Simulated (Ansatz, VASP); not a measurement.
## One calculation of Pb, two programs

```
Pb
1.0
     3.48000    0.00000    0.00000
    -1.74000    3.01377    0.00000
     0.00000    0.00000    5.47820
Pb
2
Direct
  0.33333 0.66667 0.25000
  0.66667 0.33333 0.75000
```

Change from the starting cell: zz strain of -2 %.

Alike in both runs: task single point; functional PBEsol; k mesh 14 × 14 × 8; occupations fermi-dirac, width 0.08 eV; no spin polarisation.

|  | VASP | Ansatz |
| --- | --- | --- |
| version | VASP 6.6.1 | Ansatz 0.2.0 |
| potentials or method | VASP PAW PBE potentials, release 64 (Pb_d), cutoff 520 eV | all-electron LAPW, scalar-relativistic |

Ansatz gave:

* pressure (GPa): 2.2
* traceless stress, the component that is largest in VASP (GPa): 1.99

Problem. Which values does VASP return?

Solution. Pressure (GPa): 2.1; traceless stress, the component that is largest in VASP (GPa): 1.99.

VASP's potentials were made for PBE, not for PBEsol. Ansatz ran all-electron here, and VASP with PAW potentials.

Spin-orbit coupling is off throughout.
